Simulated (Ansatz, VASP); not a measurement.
**MoS3 in VASP and in Ansatz**

The input INCAR:

```
SYSTEM = MoS3
PREC = Accurate ; ENCUT = 520
EDIFF = 1E-6 ; ISMEAR = 0
SIGMA = 0.1 ; LREAL = .FALSE.
LASPH = .TRUE. ; NELM = 150
ALGO = Normal ; ISIF = 2
LWAVE = .FALSE. ; LCHARG = .FALSE.
ISPIN = 2 ; MAGMOM = 1 1 0 0 0 0 0 0
LORBIT = 11 ; LMAXMIX = 4
GGA = PE ; NBANDS = 46
```

File KPOINTS:

```
Automatic mesh
0
G
  4 4 4
  0 0 0
```

The input POSCAR:

```
MoS3
1.0
    6.1405760500      0.0000000000      0.0000000000
    0.0000000000      6.1405760500      0.0000000000
    0.0000000000      0.0000000000      4.3285850300
Mo S
2 6
Direct
    0.0000000000      0.5000000000      0.5000000000
    0.5000000000      0.0000000000      0.5000000000
    0.7625490000      0.2625490000      0.0000000000
    0.2374510000      0.7374510000      0.0000000000
    0.2625490000      0.2374510000      0.0000000000
    0.7374510000      0.7625490000      0.0000000000
    0.5000000000      0.5000000000      0.5000000000
    0.0000000000      0.0000000000      0.5000000000
```

Input for Ansatz:

```yaml
crystal:
  lattice:
    - [6.14057605, 0.0, 0.0]
    - [0.0, 6.14057605, 0.0]
    - [0.0, 0.0, 4.32858503]
  atoms:
    - { symbol: Mo, position: [0.0, 0.5, 0.5], spin: 1.0 }
    - { symbol: Mo, position: [0.5, 0.0, 0.5], spin: 1.0 }
    - { symbol: S, position: [0.762549, 0.262549, 0.0] }
    - { symbol: S, position: [0.237451, 0.737451, 0.0] }
    - { symbol: S, position: [0.262549, 0.237451, 0.0] }
    - { symbol: S, position: [0.737451, 0.762549, 0.0] }
    - { symbol: S, position: [0.5, 0.5, 0.5] }
    - { symbol: S, position: [0.0, 0.0, 0.5] }
basis:
  ecutwfc: 420
kpoints:
  mp_grid: { grid: [4, 4, 4] }
hamiltonian:
  xc: pbe
scf:
  occupations: { method: gaussian, width: 0.1 }
  lower_state_search: "off"
output:
  forces: true
  stress: true
  eigenvalues: true
  populations: true
magnetization:
  spin_polarized: true
```

Change from the starting cell: species swapped into the GaPt3 type (P4/mbm, No. 127).

Alike in both runs: task single point; functional PBE; k mesh 4 × 4 × 4; occupations gaussian, width 0.1 eV; collinear spin.

|  | VASP | Ansatz |
| --- | --- | --- |
| version | VASP 6.6.1 | Ansatz 0.2.0 |
| potentials or method | VASP PAW PBE potentials, release 64 (Mo_sv, S), cutoff 520 eV | scalar-relativistic, plane waves, PAW |
| valence electrons in the cell | 64 | 64 |

|  | VASP | Ansatz | Ansatz less VASP |
| --- | --- | --- | --- |
| gap on the k mesh at the Fermi level (eV) | none | none | - |
| pressure (GPa) | -17.6 | -13.2 | +4.34 |
| traceless stress, the component that is largest in VASP (GPa) | -0.52 | -0.26 | +0.254 |
| rms of the force components (eV/Å) | 0.218 | 0.236 | +0.0182 |
| net moment per atom (μB) | 0.01 | 0.69 | +0.682 |
| size of the moment on the site where the two differ most (μB) | 0.01 | 2.70 | +2.696 |

The net moments are unlike, so the other rows may belong to different states. Site moments also hang on the region over which each program counts them. Atom by atom the forces differ by 0.018 eV/Å (rms over components). A gap of «none» marks a metal or a gap that the smearing closes.

The k mesh is coarse, so the values compare programs but aren't converged.
